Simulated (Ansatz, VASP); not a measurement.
**Two plane-wave programs on LiF**

INCAR

```
SYSTEM = LiF
PREC = Accurate ; ENCUT = 520
EDIFF = 1E-6 ; ISMEAR = 0
SIGMA = 0.05 ; LREAL = .FALSE.
LASPH = .TRUE. ; NELM = 60
ALGO = Normal ; ISIF = 2
LWAVE = .FALSE. ; LCHARG = .TRUE.
GGA = CA ; LELF = .TRUE.
LVHAR = .TRUE. ; NBANDS = 18
```

File KPOINTS:

```
Automatic mesh
0
G
  9 9 6
  0 0 0
```

File POSCAR:

```
LiF
1.0
    3.0791890900      0.0000000000      0.0000000000
   -1.5395945450      2.6666559750      0.0000000000
    0.0000000000      0.0000000000      4.5116278546
Li F
2 2
Direct
    0.3333333333      0.6666666667      0.3839784076
    0.6666666667      0.3333333333      0.8839784076
    0.3333333333      0.6666666667      0.9910195924
    0.6666666667      0.3333333333      0.4910195924
```

Input for Ansatz:

```yaml
crystal:
  lattice:
    - [3.07918909, 0.0, 0.0]
    - [-1.539594545, 2.666655975, 0.0]
    - [0.0, 0.0, 4.5116278546]
  atoms:
    - { symbol: Li, position: [0.3333333333, 0.6666666667, 0.3839784076] }
    - { symbol: Li, position: [0.6666666667, 0.3333333333, 0.8839784076] }
    - { symbol: F, position: [0.3333333333, 0.6666666667, 0.9910195924] }
    - { symbol: F, position: [0.6666666667, 0.3333333333, 0.4910195924] }
basis:
  ecutwfc: 520.0
kpoints:
  mp_grid: { grid: [9, 9, 6] }
hamiltonian:
  xc: lda
scf:
  occupations: { method: gaussian, width: 0.05 }
output:
  forces: true
  stress: true
  eigenvalues: true
  write_density: true
  write_potential: true
  elf: true
  volumetric_format: npy
```

Alike in both runs: task single point; functional LDA; k mesh 9 × 9 × 6; occupations gaussian, width 0.05 eV; no spin polarisation.

```csv
,VASP,Ansatz
version,VASP 6.6.1,Ansatz 0.2.0
potentials or method,"VASP PAW LDA potentials, release 64 (Li_sv, F), cutoff 520 eV","scalar-relativistic, plane waves, PAW"
valence electrons in the cell,20,20
```

Ansatz gave:

* gap on the k mesh at the Fermi level (eV): 7.78
* least direct gap on the mesh (eV): 7.78
* rms of the force components (eV/Å): 0.149

What did VASP give for the same quantities?

gap on the k mesh at the Fermi level (eV): 7.76; least direct gap on the mesh (eV): 7.76; rms of the force components (eV/Å): 0.153.

LDA's correlation is that of Perdew and Zunger in VASP and of Perdew and Wang (1992) in Ansatz. Atom by atom the forces differ by 0.004 eV/Å (rms over components).

Noted on VASP's run: the cutoff is under 1.25 times that of the potentials, so the pressure is a little rough.
